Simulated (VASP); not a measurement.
# LiNbO3 (Pm-3m) in VASP: relaxation of cell and atoms with PBE

Aim: the relaxation of cell and atoms of LiNbO3 with PBE.

All numbers are computed with VASP 6.6.1; they aren't measurements. Logs are shortened: lines on timing, memory, paths and dates and some standing lists are left out, and cuts for length are marked.

## (1) The cell of the first run

The structure is cubic, space group Pm-3m (No. 221). Conventional cell: a = 3.445 Å, b = 3.445 Å, c = 3.445 Å, α = 90.00°, β = 90.00°, γ = 90.00°. Li (site symmetry m-3m) has 6 O at 1.72 Å within 2.3 Å. Within 3.2 Å of Nb (site symmetry m-3m) lie 12 O at 2.44 Å and 8 Li at 2.98 Å. Within 2.3 Å of O (site symmetry 4/mmm) lie 2 Li at 1.72 Å.

## (2) Relaxation of cell and atoms, PBE

The input, INCAR:

```
SYSTEM = LiNbO3
PREC = Accurate ; ENCUT = 600
EDIFF = 1E-6 ; ISMEAR = 0
SIGMA = 0.1 ; LREAL = .FALSE.
LASPH = .TRUE. ; NELM = 60
ALGO = Normal ; ISIF = 3
LWAVE = .FALSE. ; LCHARG = .FALSE.
GGA = PE ; IBRION = 2
NSW = 100 ; EDIFFG = -0.01
```

The input, KPOINTS:

```
Automatic mesh
0
G
  12 12 12
  0 0 0
```

The input, POSCAR:

```
LiNbO3
1.0
    3.4448674927      0.0000000000      0.0000000000
    0.0000000000      3.4448674927      0.0000000000
    0.0000000000      0.0000000000      3.4448674927
Li Nb O
1 1 3
Direct
    0.5000000000      0.5000000000      0.5000000000
    0.0000000000      0.0000000000      0.0000000000
    0.0000000000      0.5000000000      0.5000000000
    0.5000000000      0.0000000000      0.5000000000
    0.5000000000      0.5000000000      0.0000000000
```

Potentials or basis: VASP PAW PBE potentials, release 64 (Li_sv, Nb_sv, O).

On the command line:

```sh
cat potpaw_PBE.64/Li_sv/POTCAR potpaw_PBE.64/Nb_sv/POTCAR potpaw_PBE.64/O/POTCAR > POTCAR
mpirun -np 1 vasp_std > vasp.out
```

OUTCAR:

```text
SYSTEM = LiNbO3
   PREC = Accurate
   ENCUT = 600
   EDIFF = 1E-6
   ISMEAR = 0
   LREAL = .FALSE.
   LASPH = .TRUE.
   NELM = 60
   ISIF = 3
   GGA = PE
   IBRION = 2
   NSW = 100
   EDIFFG = -0.01

 ion  position               nearest neighbor table
   1  0.500  0.500  0.500-   3 1.72   4 1.72   5 1.72   5 1.72   4 1.72   3 1.72
   2  0.000  0.000  0.000-   3 2.44   4 2.44   5 2.44   3 2.44   4 2.44   3 2.44   5 2.44   3 2.44
                             4 2.44   5 2.44   4 2.44   5 2.44
   3  0.000  0.500  0.500-   1 1.72   1 1.72   2 2.44   2 2.44   2 2.44   2 2.44
   4  0.500  0.000  0.500-   1 1.72   1 1.72   2 2.44   2 2.44   2 2.44   2 2.44
   5  0.500  0.500  0.000-   1 1.72   1 1.72   2 2.44   2 2.44   2 2.44   2 2.44

  LATTYP: Found a simple cubic cell.
 ALAT       =     3.4448674927

  Lattice vectors:

 A1 = (   3.4448674927,   0.0000000000,   0.0000000000)
 A2 = (   0.0000000000,   3.4448674927,   0.0000000000)
 A3 = (   0.0000000000,   0.0000000000,   3.4448674927)

Analysis of symmetry for initial positions (statically):
=====================================================================
 Subroutine PRICEL returns:
 Original cell was already a primitive cell.

 Routine SETGRP: Setting up the symmetry group for a
 simple cubic supercell.

 Subroutine GETGRP returns: Found 48 space group operations
 (whereof 48 operations were pure point group operations)
 out of a pool of 48 trial point group operations.

The static configuration has the point symmetry O_h .

Analysis of symmetry for dynamics (positions and initial velocities):
=====================================================================
 Subroutine PRICEL returns:
 Original cell was already a primitive cell.

 Routine SETGRP: Setting up the symmetry group for a
 simple cubic supercell.

 Subroutine GETGRP returns: Found 48 space group operations
 (whereof 48 operations were pure point group operations)
 out of a pool of 48 trial point group operations.

The dynamic configuration has the point symmetry O_h .

 Subroutine INISYM returns: Found 48 space group operations
 (whereof 48 operations are pure point group operations),
 and found     1 'primitive' translations

----------------------------------------------------------------------------------------

                                     Primitive cell

[... 97 lines left out ...]
   LREAL  =      F    real-space projection
   EDIFFG = -.1E-01   stopping-criterion for IOM
   NSW    =    100    number of steps for IOM
   IBRION =      2    ionic relax: 0-MD 1-quasi-New 2-CG
   NFREE  =      1    steps in history (QN), initial steepest desc. (CG)
   ISIF   =      3    stress and relaxation
   ISYM   =      2    0-nonsym 1-usesym 2-fastsym
   POTIM  = 0.5000    time-step for ionic-motion
   TEBEG  =    0.0;   TEEND  =   0.0 temperature during run
   PSTRESS=    0.0 pullay stress
   NELECT =      34.0000    total number of electrons
   NUPDOWN=      -1.0000    fix difference up-down
   EMIN   =  10.00;   EMAX   =-10.00  energy-range for DOS
   EFERMI =   0.00;   METHOD = LEGACY
   ISMEAR =     0;   SIGMA  =   0.10  broadening in eV -4-tet -1-fermi 0-gaus
   EFERMI_NEDOS =   21; number of points for ismear=-14 and -15
   IALGO  =     38    algorithm
   IMIX   =      4    mixing-type and parameters
     AMIX     =   0.40;   BMIX     =  1.00
     AMIX_MAG =   1.60;   BMIX_MAG =  1.00
  volume/ion in A,a.u.               =       8.18        55.18
  Fermi-wavevector in a.u.,A,eV,Ry     =   1.539555  2.909338 32.248942  2.370230
  Thomas-Fermi vector in A             =   2.645767
   LORBIT       =      0    0 simple, 1 ext, 2 COOP (PROOUT), +10 PAW based schemes
   GGA     = PE    functional components
   LHFCALC =     F    Hartree Fock is set to
   AEXX    =    0.0000 exact exchange contribution
   IVDW    =     0    specifies the selected vdW correction
   LEPSILON=     F    determine dielectric tensor
   LRPA    =     F    only Hartree local field effects (RPA)
 conjugate gradient relaxation of ions
 non-spin polarized calculation
 Gauss-broadening in eV      SIGMA  =   0.10
  energy-cutoff  :      600.00
  volume of cell :       40.88
 maximum number of plane-waves:      1406
 NGX is ok and might be reduce to    28
   NGX = 13   NGY = 13   NGZ = 13

--------------------------------------- Ionic step        1  -------------------------------------------

 number of electron      33.9999983 magnetization

 Free energy of the ion-electron system (eV)
  ---------------------------------------------------
  ext. energy  EPLUGINS =         0.00000000
  ---------------------------------------------------
  free energy    TOTEN  =       -32.66079306 eV

  energy without entropy =      -32.64883816  energy(sigma->0) =      -32.65481561

------------------------ aborting loop because EDIFF is reached ----------------------------------------

  FORCE on cell =-STRESS in cart. coord.  units (eV):
  Direction    XX          YY          ZZ          XY          YZ          ZX
  --------------------------------------------------------------------------------------
  -------------------------------------------------------------------------------------
  Total        0.1218894      0.1218894      0.1218894      0.0000000      0.0000000     -0.0000000
  in kB        4.7770428      4.7770428      4.7770428      0.0000000      0.0000000     -0.0000000
  external PRESSURE =       4.7770428 kB  Pullay stress =       0.0000000 kB
[... 65 lines left out ...]
--------------------------------------- Ionic step        3  -------------------------------------------

 number of electron      33.9999984 magnetization

 Free energy of the ion-electron system (eV)
  ---------------------------------------------------
  ext. energy  EPLUGINS =         0.00000000
  ---------------------------------------------------
  free energy    TOTEN  =       -32.66093016 eV

  energy without entropy =      -32.64894228  energy(sigma->0) =      -32.65493622

 E-fermi :   8.3927     XC(G=0): -12.7045

 val. band max:        8.3854740799   @ k =   0.4167   0.4167   0.3333
 cond. band min:       8.4024139537   @ k =   0.1667   0.1667   0.0000
 fundamental gap:      0.0169398738
 Fermi energy:         8.3926523929

 k-point     1 :       0.0000    0.0000    0.0000
  band No.  band energies     occupation
      1     -48.9682      2.00000
      2     -33.1384      2.00000
      3     -24.7449      2.00000
      4     -24.7449      2.00000
      5     -24.7449      2.00000
      6     -10.9703      2.00000
[... 565 lines left out ...]
     20      10.7036      0.00000
     21      11.1694      0.00000

 [... further k-points ...]
[... 5 lines left out ...]
  --------------------------------------------------------------------------------------
  -------------------------------------------------------------------------------------
  Total       -0.0038332     -0.0038332     -0.0038332     -0.0000000      0.0000000     -0.0000000
  in kB       -0.1498855     -0.1498855     -0.1498855     -0.0000000      0.0000000     -0.0000000
  external PRESSURE =      -0.1498855 kB  Pullay stress =       0.0000000 kB
[... 20 lines left out ...]
  FREE ENERGIE OF THE ION-ELECTRON SYSTEM (eV)
  ---------------------------------------------------
  free  energy   TOTEN  =       -32.6609301553 eV

  energy  without entropy=      -32.6489422776  energy(sigma->0) =      -32.65493622

 reached required accuracy - stopping structural energy minimisation
```

Run time: 4.3 min. Hardware: 1 thread of AMD EPYC 7R43 (Zen 3), shared host; peak memory 0.19 GiB.

What came out:

| Item | Value |
| --- | --- |
| Free energy | -32.6609 eV |
| Relaxed volume | 8.19 Å³/atom |
| Relaxed cell | a = 3.447 Å, b = 3.447 Å, c = 3.447 Å, α = 90.00°, β = 90.00°, γ = 90.00° |
| Space group after relaxing (to 0.1 Å) | Pm-3m (No. 221) |
| Energy gained by relaxing | 0.0 meV/atom |
| Ionic steps | 3 |
| Pressure after relaxing | 0.0 GPa |
| Band gap on the k mesh | zero (bands 17 and 18 overlap by 0.55 eV) |

The path:
```csv
step,energy change (eV),largest force (eV/Å),pressure (GPa),volume (Å³)
1,0.0000,0.0000,0.48,40.88
2,-0.0001,0.0000,-0.26,41.03
3,-0.0001,0.0000,-0.01,40.97
```

Final structure:
```
CELL_PARAMETERS angstrom
3.44749 0.00000 0.00000
0.00000 3.44749 0.00000
0.00000 0.00000 3.44749
ATOMIC_POSITIONS crystal
Li 0.50000 0.50000 0.50000
Nb 0.00000 0.00000 0.00000
O 0.00000 0.50000 0.50000
O 0.50000 0.00000 0.50000
O 0.50000 0.50000 0.00000
```

Caveat: the cutoff is under 1.25 times the usual one of these potentials, so pressure, stress and relaxed cells hold a basis-set (Pulay) error.
